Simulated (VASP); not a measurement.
**MoS2: electric field gradients with PBEsol**

The system is MoS2.

```xyz
3
Lattice="1.5709 0.9070 6.0822 -1.5709 0.9070 6.0822 0.0000 -1.8139 6.0822" Properties=species:S:1:pos:R:3 pbc="T T T"
Mo    0.0000    0.0000    0.0000
S     0.0000    0.0000   13.6558
S     0.0000    0.0000   10.6725
```

```
Program                : VASP 6.6.1
Task                   : electric field gradients
Functional             : PBEsol
Potentials or basis    : VASP PAW PBE potentials, release 64 (Mo_sv, S)
Cutoff                 : 520 eV
k mesh                 : 13 × 13 × 13
Occupations            : fermi-dirac, width 0.05 eV
Spin                   : no spin polarisation
Dipole correction      : no
Further INCAR settings : ALGO = Normal; EDIFF = 1e-08; NBANDS = 20
```

```
Pressure                                : 7.8 GPa
Largest force                           : 1.400 eV/Å
Band gap on the k mesh                  : 0.74 eV (least direct gap 1.86 eV)
Largest electric field gradient by atom : Mo -95.9; S -64.5, -63.0 V/Å²
```

Forces on the atoms (eV/Å):
```
Mo   0.000  0.000 -0.003
S    0.000  0.000  1.400
S    0.000  0.000 -1.397
```

Stress tensor (GPa, compression positive):
```
 5.06  0.00  0.00
 0.00  5.06  0.00
 0.00  0.00 13.17
```

Levels at points of the mesh, in eV from the valence-band top:
| k point | band 11 | band 12 | band 13 | band 14 | band 15 | band 16 |
| --- | --- | --- | --- | --- | --- | --- |
| (0.00, 0.00, 0.00) | -2.72 | -1.34 | -1.27 | 1.92 | 1.92 | 2.50 |

Electric field gradients, principal values (V/Å²):
```tsv
atom	least	middle	greatest (by size)
1 Mo	47.958	47.958	-95.917
2 S	32.256	32.256	-64.513
3 S	31.504	31.504	-63.009
```

Run time: 23 min on 1 thread of Intel Xeon 8259CL (shared host), peak memory 0.48 GiB.

Caveat: the stress differs along the axes, from 5 to 13 GPa; without QUAD_EFG the Cq values of the log hold for a quadrupole moment of 1 mb, not for the nuclei; the PAW data sets were made with another functional, which shifts forces and pressure a little. A k mesh can miss the band edges.
